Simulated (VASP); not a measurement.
# MgO in VASP: a series of runs

MgO is run at these levels: r2SCAN; tasks: single point.

All numbers are computed with VASP 6.6.1; they aren't measurements. Logs are shortened: lines on timing, memory, paths and dates and some standing lists are left out, and cuts for length are marked.

## Step 1: The cell of the first run

It takes space group Fm-3m (No. 225, cubic). Conventional cell: a = 4.204 Å, b = 4.204 Å, c = 4.204 Å, α = 90.00°, β = 90.00°, γ = 90.00°. Mg (site symmetry m-3m) has 6 O at 2.10 Å within 2.8 Å. O (site symmetry m-3m) has 6 Mg at 2.10 Å within 2.8 Å.

## Step 2: Single point, r2SCAN

Input file POSCAR:

```
MgO
1.0
    0.0000000000      2.1022009534      2.1022009534
    2.1022009534      0.0000000000      2.1022009534
    2.1022009534      2.1022009534      0.0000000000
Mg O
1 1
Direct
    0.0000000000      0.0000000000      0.0000000000
    0.5000000000      0.5000000000      0.5000000000
```

Input file INCAR.step1:

```
SYSTEM = MgO
ALGO = Normal
EDIFF = 1E-5
ENCUT = 920
GGA = PE
GGA_COMPAT = .False.
ISMEAR = 0
LASPH = .True.
LCHARG = .False.
LREAL = .False.
LWAVE = .True.
NBANDS = 15
NELM = 120
PREC = Accurate
SIGMA = 0.02
```

Input file INCAR.step2:

```
SYSTEM = MgO
ALGO = Normal
EDIFF = 1E-6
ENCUT = 920
GGA_COMPAT = .False.
ISIF = 2
ISMEAR = 0
ISTART = 1
LASPH = .True.
LCHARG = .False.
LMIXTAU = .True.
LREAL = .False.
LWAVE = .False.
METAGGA = R2SCAN
NBANDS = 15
NELM = 120
PREC = Accurate
SIGMA = 0.02
```

Input file KPOINTS:

```
k-points
0
Gamma
  10 10 10
  0 0 0
```

Potentials or basis: VASP PAW PBE potentials, release 64 (Mg_sv, O).

Launch:

```
$ cat potpaw_PBE.64/Mg_sv/POTCAR potpaw_PBE.64/O/POTCAR > POTCAR
$ cp INCAR.step1 INCAR
$ mpirun -np 1 vasp_std > vasp.out
$ cp INCAR.step2 INCAR
$ mpirun -np 1 vasp_std > vasp.out
```

OUTCAR:

```text
SYSTEM = MgO
   EDIFF = 1E-6
   ENCUT = 920
   ISIF = 2
   ISMEAR = 0
   ISTART = 1
   LASPH = .True.
   LREAL = .False.
   METAGGA = R2SCAN
   NELM = 120
   PREC = Accurate

 ion  position               nearest neighbor table
   1  0.000  0.000  0.000-   2 2.10   2 2.10   2 2.10   2 2.10   2 2.10   2 2.10
   2  0.500  0.500  0.500-   1 2.10   1 2.10   1 2.10   1 2.10   1 2.10   1 2.10

  LATTYP: Found a face centered cubic cell.
 ALAT       =     4.2044019068

  Lattice vectors:

 A1 = (   0.0000000000,   2.1022009534,   2.1022009534)
 A2 = (   2.1022009534,   0.0000000000,   2.1022009534)
 A3 = (   2.1022009534,   2.1022009534,   0.0000000000)

Analysis of symmetry for initial positions (statically):
=====================================================================
 Subroutine PRICEL returns:
 Original cell was already a primitive cell.

 Routine SETGRP: Setting up the symmetry group for a
 face centered cubic supercell.

 Subroutine GETGRP returns: Found 48 space group operations
 (whereof 48 operations were pure point group operations)
 out of a pool of 48 trial point group operations.

The static configuration has the point symmetry O_h .

Analysis of symmetry for dynamics (positions and initial velocities):
=====================================================================
 Subroutine PRICEL returns:
 Original cell was already a primitive cell.

 Routine SETGRP: Setting up the symmetry group for a
 face centered cubic supercell.

 Subroutine GETGRP returns: Found 48 space group operations
 (whereof 48 operations were pure point group operations)
 out of a pool of 48 trial point group operations.

The dynamic configuration has the point symmetry O_h .

 Subroutine INISYM returns: Found 48 space group operations
 (whereof 48 operations are pure point group operations),
 and found     1 'primitive' translations

----------------------------------------------------------------------------------------

                                     Primitive cell

  volume of cell :      18.5803

  direct lattice vectors                    reciprocal lattice vectors
     0.000000000  2.102200953  2.102200953    -0.237845958  0.237845958  0.237845958
     2.102200953  0.000000000  2.102200953     0.237845958 -0.237845958  0.237845958
     2.102200953  2.102200953  0.000000000     0.237845958  0.237845958 -0.237845958

  length of vectors
     2.972961099  2.972961099  2.972961099     0.411961284  0.411961284  0.411961284

  position of ions in fractional coordinates (direct lattice)
[... 90 lines left out ...]
   NELECT =      16.0000    total number of electrons
   NUPDOWN=      -1.0000    fix difference up-down
   EMIN   =  10.00;   EMAX   =-10.00  energy-range for DOS
   EFERMI =   0.00;   METHOD = LEGACY
   ISMEAR =     0;   SIGMA  =   0.02  broadening in eV -4-tet -1-fermi 0-gaus
   EFERMI_NEDOS =   21; number of points for ismear=-14 and -15
   IALGO  =     38    algorithm
   IMIX   =      4    mixing-type and parameters
     AMIX     =   0.40;   BMIX     =  1.00
     AMIX_MAG =   1.60;   BMIX_MAG =  1.00
  volume/ion in A,a.u.               =       9.29        62.69
  Fermi-wavevector in a.u.,A,eV,Ry     =   1.557509  2.943265 33.005484  2.425835
  Thomas-Fermi vector in A             =   2.661149
   LORBIT       =      0    0 simple, 1 ext, 2 COOP (PROOUT), +10 PAW based schemes
   METAGGA = R2SCAN    functional components
   LHFCALC =     F    Hartree Fock is set to
   AEXX    =    0.0000 exact exchange contribution
   IVDW    =     0    specifies the selected vdW correction
   LEPSILON=     F    determine dielectric tensor
   LRPA    =     F    only Hartree local field effects (RPA)
 non-spin polarized calculation
 Gauss-broadening in eV      SIGMA  =   0.02
  energy-cutoff  :      920.00
  volume of cell :       18.58
 maximum number of plane-waves:      1243
 NGX is ok and might be reduce to    30

 number of electron      15.9999999 magnetization

 Free energy of the ion-electron system (eV)
  ---------------------------------------------------
  ext. energy  EPLUGINS =         0.00000000
  ---------------------------------------------------
  free energy    TOTEN  =       -16.15466952 eV

  energy without entropy =      -16.15466952  energy(sigma->0) =      -16.15466952

 E-fermi :   2.8309     XC(G=0): -12.0716

 val. band max:        2.5438491179   @ k =   0.0000   0.0000   0.0000
 cond. band min:       8.2445666193   @ k =   0.0000   0.0000   0.0000
 fundamental gap:      5.7007175014
 Fermi energy:         2.8308846083

 k-point     1 :       0.0000    0.0000    0.0000
  band No.  band energies     occupation
      1     -72.4072      2.00000
      2     -37.4930      2.00000
      3     -37.4930      2.00000
      4     -37.4930      2.00000
      5     -15.6711      2.00000
      6       2.5438      2.00000
      7       2.5438      2.00000
      8       2.5438      2.00000
      9       8.2446      0.00000
     10      19.4384      0.00000
     11      19.4384      0.00000
     12      19.4384      0.00000
     13      23.5602      0.00000
     14      25.3981      0.00000
[... 401 lines left out ...]
      2     -37.5532      2.00000
      3     -37.5171      2.00000
      4     -37.5147      2.00000
      5     -14.4508      2.00000
      6      -1.0347      2.00000
      7       1.2250      2.00000
      8       1.4389      2.00000
      9      13.2195      0.00000
     10      13.7296      0.00000
     11      17.4523      0.00000
     12      22.1681      0.00000
     13      22.3868      0.00000
     14      28.9615      0.00000
     15      31.2181      0.00000

 [... further k-points ...]

------------------------ aborting loop because EDIFF is reached ----------------------------------------

  FORCE on cell =-STRESS in cart. coord.  units (eV):
  Direction    XX          YY          ZZ          XY          YZ          ZX
  --------------------------------------------------------------------------------------
  -------------------------------------------------------------------------------------
  Total        0.0568416      0.0568416      0.0568416      0.0000000      0.0000000      0.0000000
  in kB        4.9014499      4.9014499      4.9014499      0.0000000      0.0000000      0.0000000
  external PRESSURE =       4.9014499 kB  Pullay stress =       0.0000000 kB

 VOLUME and BASIS-vectors are now :
 -----------------------------------------------------------------------------
  energy-cutoff  :      920.00
  volume of cell :       18.58
      direct lattice vectors                 reciprocal lattice vectors
     0.000000000  2.102200953  2.102200953    -0.237845958  0.237845958  0.237845958
     2.102200953  0.000000000  2.102200953     0.237845958 -0.237845958  0.237845958
     2.102200953  2.102200953  0.000000000     0.237845958  0.237845958 -0.237845958

 POSITION                                       TOTAL-FORCE (eV/Angst)
 -----------------------------------------------------------------------------------
      0.00000      0.00000      0.00000         0.000000      0.000000     -0.000000
      2.10220      2.10220      2.10220         0.000000      0.000000      0.000000
 -----------------------------------------------------------------------------------
    total drift:                                0.000000      0.000000      0.000000

  FREE ENERGIE OF THE ION-ELECTRON SYSTEM (eV)
  ---------------------------------------------------
  free  energy   TOTEN  =       -16.1546695222 eV

  energy  without entropy=      -16.1546695222  energy(sigma->0) =      -16.15466952
```

Run time: 1.8 min. Hardware: 1 thread of AMD EPYC 7R13 (Zen 3), shared host; peak memory 0.15 GiB.

What came out:

| Property | Result |
| --- | --- |
| Free energy | -16.1547 eV |
| Pressure | 0.5 GPa |
| Band gap on the k mesh | 5.70 eV |

Levels at points of the mesh, in eV from the valence-band top:
```
           k point  band 5  band 6  band 7  band 8  band 9  band 10  band 11  band 12
(0.00, 0.00, 0.00)  -18.21    0.00    0.00    0.00    5.70    16.89    16.89    16.89
(0.50, 0.00, 0.00)  -16.92   -4.62   -0.68   -0.68    8.87    13.91    17.57    17.57
(0.50, 0.50, 0.00)  -16.71   -4.09   -1.37   -1.37   10.05    11.22    14.38    20.55
```

Caveat: the PAW data sets were made with another functional, which shifts forces and pressure a little.

## Step 3: Single point, r2SCAN

This run uses another cell than the first one: it holds 4 atoms, not 2.

Input file POSCAR:

```
MgO
1.0
    2.1022009521      2.1022009521      0.0000000000
   -2.1022009521      2.1022009521      0.0000000000
    0.0297296110      0.0297296110      4.2044019043
Mg O
2 2
Direct
    0.0000000000      0.0000000000      0.0000000000
    0.5000000000      0.5000000000      0.5000000000
    0.5000000000      0.5000000000      0.0000000000
    0.0000000000      0.0000000000      0.5000000000
```

Input file INCAR.step1:

```
SYSTEM = MgO
PREC = Accurate
ENCUT = 920
ISMEAR = 0
SIGMA = 0.02
LREAL = .False.
LASPH = .True.
NELM = 120
NBANDS = 24
GGA = PE
ALGO = Normal
EDIFF = 1E-5
LWAVE = .True.
LCHARG = .False.
GGA_COMPAT = .False.
```

Input file INCAR.step2:

```
SYSTEM = MgO
PREC = Accurate
ENCUT = 920
EDIFF = 1E-6
ISMEAR = 0
SIGMA = 0.02
LREAL = .False.
LASPH = .True.
NELM = 120
ALGO = Normal
ISIF = 2
LWAVE = .False.
LCHARG = .True.
METAGGA = R2SCAN
LMIXTAU = .True.
LELF = .True.
LVHAR = .True.
NBANDS = 24
ISTART = 1
GGA_COMPAT = .False.
```

Input file KPOINTS:

```
regular mesh
0
Gamma
  8 8 6
  0 0 0
```

Potentials or basis: VASP PAW PBE potentials, release 64 (Mg_sv, O).

Launch:

```
$ cat potpaw_PBE.64/Mg_sv/POTCAR potpaw_PBE.64/O/POTCAR > POTCAR
$ cp INCAR.step1 INCAR
$ mpirun -np 1 vasp_std > vasp.out
$ cp INCAR.step2 INCAR
$ mpirun -np 1 vasp_std > vasp.out
```

Run time: 6.7 min. Hardware: 1 thread of AMD EPYC 9R45 (Zen 5), shared host; peak memory 0.32 GiB.

Results (log left out):

```
Free energy            : -32.3093 eV
Pressure               : 0.7 GPa
Band gap on the k mesh : 5.66 eV
```

Stress tensor (GPa, compression positive):
```
 0.74 -0.03 -1.13
-0.03  0.74 -1.13
-1.13 -1.13  0.66
```

Levels at points of the mesh, in eV from the valence-band top:
| k point | band 13 | band 14 | band 15 | band 16 | band 17 | band 18 | band 19 | band 20 |
| --- | --- | --- | --- | --- | --- | --- | --- | --- |
| (0.00, 0.00, 0.00) | -1.41 | -0.08 | -0.04 | 0.00 | 5.66 | 10.01 | 11.17 | 14.33 |
| (0.50, 0.00, 0.00) | -2.04 | -2.04 | -0.72 | -0.72 | 10.49 | 10.49 | 12.84 | 12.84 |
| (0.00, 0.50, 0.00) | -2.04 | -2.04 | -0.72 | -0.72 | 10.49 | 10.49 | 12.84 | 12.84 |
| (0.50, 0.50, 0.00) | -1.45 | -1.45 | -1.37 | -1.37 | 10.01 | 10.01 | 11.18 | 11.18 |
| (0.00, 0.00, 0.50) | -0.79 | -0.79 | -0.79 | -0.79 | 9.06 | 9.06 | 12.11 | 12.11 |
| (0.50, 0.00, 0.50) | -0.76 | -0.74 | -0.70 | -0.67 | 8.78 | 8.88 | 13.78 | 13.95 |
| (0.00, 0.50, 0.50) | -0.74 | -0.74 | -0.69 | -0.69 | 8.83 | 8.83 | 13.87 | 13.87 |
| (0.50, 0.50, 0.50) | -3.00 | -3.00 | -1.82 | -1.82 | 12.70 | 12.70 | 12.71 | 12.71 |

Caveat: the PAW data sets were made with another functional, which shifts forces and pressure a little.

[end of part 1 of 2]
